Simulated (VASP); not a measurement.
# Cs (Im-3m) in VASP: a series of runs

The runs below take Cs through single point, with PBE.

Everything below comes from runs of VASP 6.6.1. Logs are shortened: lines on timing, memory, paths and dates and some standing lists are left out, and cuts for length are marked.

### 1 The cell of the first run

Symmetry: Im-3m, No. 229, cubic system. Conventional cell: a = 6.045 Å, b = 6.045 Å, c = 6.045 Å, α = 90.00°, β = 90.00°, γ = 90.00°.

### 2 Single point, PBE

INCAR

```
SYSTEM = Cs
PREC = Accurate
ENCUT = 520
EDIFF = 1E-6
ISMEAR = 0
SIGMA = 0.15
LREAL = .FALSE.
LASPH = .TRUE.
NELM = 80
ALGO = Fast
ISIF = 2
LWAVE = .FALSE.
LCHARG = .FALSE.
GGA = PE
NBANDS = 10
```

KPOINTS

```
regular mesh
0
G
  12 12 12
  0 0 0
```

POSCAR

```
Cs
1.0
   -3.0225000000      3.0225000000      3.0225000000
    3.0225000000     -3.0225000000      3.0225000000
    3.0225000000      3.0225000000     -3.0225000000
Cs
1
Direct
    0.0000000000      0.0000000000      0.0000000000
```

Potentials or basis: VASP PAW PBE potentials, release 64 (Cs_sv).

On the command line:

```console
cat potpaw_PBE.64/Cs_sv/POTCAR > POTCAR
mpirun -np 1 vasp_std > vasp.out
```

OUTCAR:

```text
SYSTEM = Cs
   PREC = Accurate
   ENCUT = 520
   EDIFF = 1E-6
   ISMEAR = 0
   LREAL = .FALSE.
   LASPH = .TRUE.
   NELM = 80
   ISIF = 2
   GGA = PE

 ion  position               nearest neighbor table
   1  0.000  0.000  0.000-

  LATTYP: Found a body centered cubic cell.
 ALAT       =     6.0450000000

  Lattice vectors:

 A1 = (  -3.0225000000,   3.0225000000,   3.0225000000)
 A2 = (   3.0225000000,  -3.0225000000,   3.0225000000)
 A3 = (   3.0225000000,   3.0225000000,  -3.0225000000)

Analysis of symmetry for initial positions (statically):
=====================================================================
 Subroutine PRICEL returns:
 Original cell was already a primitive cell.

 Routine SETGRP: Setting up the symmetry group for a
 body centered cubic supercell.

 Subroutine GETGRP returns: Found 48 space group operations
 (whereof 48 operations were pure point group operations)
 out of a pool of 48 trial point group operations.

The static configuration has the point symmetry O_h .

Analysis of symmetry for dynamics (positions and initial velocities):
=====================================================================
 Subroutine PRICEL returns:
 Original cell was already a primitive cell.

 Routine SETGRP: Setting up the symmetry group for a
 body centered cubic supercell.

 Subroutine GETGRP returns: Found 48 space group operations
 (whereof 48 operations were pure point group operations)
 out of a pool of 48 trial point group operations.

The dynamic configuration has the point symmetry O_h .

 Subroutine INISYM returns: Found 48 space group operations
 (whereof 48 operations are pure point group operations),
 and found     1 'primitive' translations

----------------------------------------------------------------------------------------

                                     Primitive cell

  volume of cell :     110.4483

  direct lattice vectors                    reciprocal lattice vectors
    -3.022500000  3.022500000  3.022500000     0.000000000  0.165425972  0.165425972
     3.022500000 -3.022500000  3.022500000     0.165425972  0.000000000  0.165425972
     3.022500000  3.022500000 -3.022500000     0.165425972  0.165425972  0.000000000

  length of vectors
     5.235123566  5.235123566  5.235123566     0.233947653  0.233947653  0.233947653

  position of ions in fractional coordinates (direct lattice)
     0.000000000  0.000000000  0.000000000

  ion indices of the primitive-cell ions
   primitive index   ion index
                 1           1

----------------------------------------------------------------------------------------

 KPOINTS: regular mesh

Automatic generation of k-mesh.
 Grid dimensions read from file:
 generate k-points for:   12   12   12

 Generating k-lattice:

  Cartesian coordinates                     Fractional coordinates (reciprocal lattice)
     0.000000000  0.013785498  0.013785498     0.083333333  0.000000000  0.000000000
     0.013785498  0.000000000  0.013785498     0.000000000  0.083333333  0.000000000
     0.013785498  0.013785498  0.000000000     0.000000000  0.000000000  0.083333333

  Length of vectors
     0.019495638  0.019495638  0.019495638

  Shift w.r.t. Gamma in fractional coordinates (k-lattice)
     0.000000000  0.000000000  0.000000000

 Subroutine IBZKPT returns following result:
 ===========================================

 Found     72 irreducible k-points:

 Following reciprocal coordinates:
            Coordinates               Weight
  0.000000  0.000000  0.000000      1.000000
  0.083333  0.000000  0.000000     12.000000
  0.166667  0.000000  0.000000     12.000000
  0.250000  0.000000  0.000000     12.000000
  0.333333  0.000000  0.000000     12.000000
  0.416667  0.000000  0.000000     12.000000
[... 16 lines left out ...]
  0.333333  0.083333  0.083333     24.000000
  0.416667  0.083333  0.083333     12.000000
 [... further k-points ...]
   k-points           NKPTS =     72   k-points in BZ     NKDIM =     72   number of bands    NBANDS=     10
   number of dos      NEDOS =    301   number of ions     NIONS =      1
   total plane-waves  NPLWV =  64000
   dimension x,y,z NGX =    40 NGY =   40 NGZ =   40
   dimension x,y,z NGXF=    80 NGYF=   80 NGZF=   80
   ions per type =               1
   NGX,Y,Z   is equivalent  to a cutoff of  12.70, 12.70, 12.70 a.u.
   NGXF,Y,Z  is equivalent  to a cutoff of  25.40, 25.40, 25.40 a.u.
 SYSTEM =  Cs
   PREC   = accura    normal or accurate (medium, high low for compatibility)
   ISTART =      0    job   : 0-new  1-cont  2-samecut
   ICHARG =      2    charge: 1-file 2-atom 10-const
   ISPIN  =      1    spin polarized calculation?
   LNONCOLLINEAR =      F non collinear calculations
   LSORBIT =      F    spin-orbit coupling
   LASPH  =      T    aspherical Exc in radial PAW
   ENCUT  =  520.0 eV  38.22 Ry    6.18 a.u.   9.73  9.73  9.73*2*pi/ulx,y,z
   NELM   =     80;   NELMIN=  2; NELMDL= -5     # of ELM steps
   EDIFF  = 0.1E-05   stopping-criterion for ELM
   LREAL  =      F    real-space projection
   EDIFFG = 0.1E-04   stopping-criterion for IOM
   NSW    =      0    number of steps for IOM
   IBRION =     -1    ionic relax: 0-MD 1-quasi-New 2-CG
   NFREE  =      0    steps in history (QN), initial steepest desc. (CG)
   ISIF   =      2    stress and relaxation
   ISYM   =      2    0-nonsym 1-usesym 2-fastsym
   POTIM  = 0.5000    time-step for ionic-motion
   TEBEG  =    0.0;   TEEND  =   0.0 temperature during run
   PSTRESS=    0.0 pullay stress
   NELECT =       9.0000    total number of electrons
   NUPDOWN=      -1.0000    fix difference up-down
   EMIN   =  10.00;   EMAX   =-10.00  energy-range for DOS
   EFERMI =   0.00;   METHOD = LEGACY
   ISMEAR =     0;   SIGMA  =   0.15  broadening in eV -4-tet -1-fermi 0-gaus
   EFERMI_NEDOS =   21; number of points for ismear=-14 and -15
   IALGO  =     68    algorithm
   IMIX   =      4    mixing-type and parameters
     AMIX     =   0.40;   BMIX     =  1.00
     AMIX_MAG =   1.60;   BMIX_MAG =  1.00
  volume/ion in A,a.u.               =     110.45       745.34
  Fermi-wavevector in a.u.,A,eV,Ry     =   0.709746  1.341225  6.853782  0.503739
  Thomas-Fermi vector in A             =   1.796409
   LORBIT       =      0    0 simple, 1 ext, 2 COOP (PROOUT), +10 PAW based schemes
   GGA     = PE    functional components
   LHFCALC =     F    Hartree Fock is set to
   AEXX    =    0.0000 exact exchange contribution
   IVDW    =     0    specifies the selected vdW correction
   LEPSILON=     F    determine dielectric tensor
   LRPA    =     F    only Hartree local field effects (RPA)
 non-spin polarized calculation
 RMM-DIIS sequential band-by-band and
 Gauss-broadening in eV      SIGMA  =   0.15
  energy-cutoff  :      520.00
  volume of cell :      110.45
 maximum number of plane-waves:      3043
   NGX = 19   NGY = 19   NGZ = 19

 number of electron       8.9999998 magnetization

 Free energy of the ion-electron system (eV)
  ---------------------------------------------------
  ext. energy  EPLUGINS =         0.00000000
  ---------------------------------------------------
  free energy    TOTEN  =        -0.85479780 eV

  energy without entropy =       -0.83846822  energy(sigma->0) =       -0.84663301

 E-fermi :   0.5567     XC(G=0):  -5.5094

 val. band max:        0.5196666296   @ k =   0.3333   0.0833   0.0833
 cond. band min:       0.5758102204   @ k =   0.5000   0.0000   0.0000
 fundamental gap:      0.0561435909
 Fermi energy:         0.5567087593

 k-point     1 :       0.0000    0.0000    0.0000
  band No.  band energies     occupation
      1     -23.2784      2.00000
      2     -10.0150      2.00000
      3     -10.0150      2.00000
      4     -10.0150      2.00000
      5      -1.1623      2.00000
      6       3.0741      0.00000
      7       3.0741      0.00000
      8       3.0741      0.00000
      9       3.9611      0.00000
     10       3.9611      0.00000

 k-point     2 :       0.0833    0.0000    0.0000
  band No.  band energies     occupation
      1     -23.2779      2.00000
      2     -10.0259      2.00000
      3     -10.0185      2.00000
      4     -10.0150      2.00000
      5      -1.0820      2.00000
      6       2.9859      0.00000
      7       3.0016      0.00000
      8       3.1547      0.00000
      9       3.8207      0.00000
     10       3.9453      0.00000

 k-point     3 :       0.1667    0.0000    0.0000
  band No.  band energies     occupation
      1     -23.2764      2.00000
      2     -10.0556      2.00000
      3     -10.0281      2.00000
      4     -10.0150      2.00000
      5      -0.8497      2.00000
      6       2.7118      0.00000
      7       2.7795      0.00000
      8       3.3938      0.00000
      9       3.7286      0.00000
     10       3.9273      0.00000

 k-point     4 :       0.2500    0.0000    0.0000
  band No.  band energies     occupation
      1     -23.2743      2.00000
      2     -10.0954      2.00000
      3     -10.0411      2.00000
      4     -10.0151      2.00000
      5      -0.4915      2.00000
      6       2.2992      0.00000
      7       2.5510      0.00000
      8       3.7836      0.00000
      9       3.8080      0.00000
     10       3.9588      0.00000
[... 222 lines left out ...]
 k-point    22 :       0.2500    0.0833    0.0833
  band No.  band energies     occupation
      1     -23.2720      2.00000
      2     -10.1355      2.00000
      3     -10.0543      2.00000
      4     -10.0246      2.00000
      5       0.0847      1.99999
      6       1.8911      0.00000
      7       2.1758      0.00000
      8       3.9984      0.00000
      9       4.1964      0.00000
     10       4.3821      0.00000

 k-point    23 :       0.3333    0.0833    0.0833
  band No.  band energies     occupation
      1     -23.2706      2.00000
      2     -10.1547      2.00000
      3     -10.0681      2.00000
      4     -10.0253      2.00000
      5       0.5197      1.27309
      6       1.6133      0.00000
      7       2.0744      0.00000
      8       3.9385      0.00000
      9       4.3554      0.00000
     10       4.7098      0.00000

 k-point    24 :       0.4167    0.0833    0.0833
  band No.  band energies     occupation
      1     -23.2702      2.00000
      2     -10.1615      2.00000
      3     -10.0733      2.00000
      4     -10.0255      2.00000
      5       0.7484      0.07071
      6       1.4662      0.00000
      7       2.0403      0.00000
      8       3.8458      0.00000
      9       4.4510      0.00000
     10       4.8507      0.00000

 [... further k-points ...]
[... 5 lines left out ...]
  --------------------------------------------------------------------------------------
  -------------------------------------------------------------------------------------
  Total        0.0756644      0.0756644      0.0756644      0.0000000      0.0000000      0.0000000
  in kB        1.0975984      1.0975984      1.0975984      0.0000000      0.0000000      0.0000000
  external PRESSURE =       1.0975984 kB  Pullay stress =       0.0000000 kB

 VOLUME and BASIS-vectors are now :
 -----------------------------------------------------------------------------
  energy-cutoff  :      520.00
  volume of cell :      110.45
      direct lattice vectors                 reciprocal lattice vectors
    -3.022500000  3.022500000  3.022500000     0.000000000  0.165425972  0.165425972
     3.022500000 -3.022500000  3.022500000     0.165425972  0.000000000  0.165425972
     3.022500000  3.022500000 -3.022500000     0.165425972  0.165425972  0.000000000

 POSITION                                       TOTAL-FORCE (eV/Angst)
 -----------------------------------------------------------------------------------
      0.00000      0.00000      0.00000         0.000000      0.000000      0.000000
 -----------------------------------------------------------------------------------
    total drift:                               -0.000000      0.000000     -0.000000

  FREE ENERGIE OF THE ION-ELECTRON SYSTEM (eV)
  ---------------------------------------------------
  free  energy   TOTEN  =        -0.8547978011 eV

  energy  without entropy=       -0.8384682201  energy(sigma->0) =       -0.84663301
```

It took 41 s on 1 thread of Intel Xeon Platinum 8488C (Sapphire Rapids), shared host; peak memory 0.27 GiB.

What came out:

```yaml
Free_energy: -0.8548 eV
Pressure: 0.1 GPa
```

Caveat: spin-orbit coupling is left out, which moves the levels of the heavy elements.

### 3 Single point, PBE

INCAR

```
PREC = Accurate ; ENCUT = 520
EDIFF = 1E-6 ; ISMEAR = 0
SIGMA = 0.15 ; LREAL = False
LASPH = True ; NELM = 100
ALGO = Fast ; ISIF = 2
LWAVE = False ; LCHARG = True
GGA = PE ; LELF = True
LVHAR = True ; NBANDS = 10
```

KPOINTS

```
Automatic mesh
0
Gamma
  12 12 12
```

POSCAR is that of step 2.

Potentials or basis: VASP PAW PBE potentials, release 64 (Cs_sv).

On the command line:

```console
cat potpaw_PBE.64/Cs_sv/POTCAR > POTCAR
mpirun -np 1 vasp_std > vasp.out
```

Run time: 44 s. Hardware: 1 thread of Intel Xeon Platinum 8488C (Sapphire Rapids), shared host; peak memory 0.27 GiB.

The run converged. Its results:

* Free energy: -0.8548 eV
* Pressure: 0.1 GPa

Levels at points of the mesh, in eV from the Fermi level:
```tsv
k point	band 1	band 2	band 3	band 4	band 5	band 6	band 7	band 8	band 9
(0.00, 0.00, 0.00)	-23.84	-10.57	-10.57	-10.57	-1.72	2.52	2.52	2.52	3.40
(0.50, 0.00, 0.00)	-23.83	-10.73	-10.62	-10.57	0.02	0.92	1.64	3.26	3.87
(0.50, 0.50, 0.50)	-23.82	-10.68	-10.68	-10.68	0.61	0.61	3.12	3.12	3.12
```

Caveat: spin-orbit coupling is left out, which moves the levels of the heavy elements.
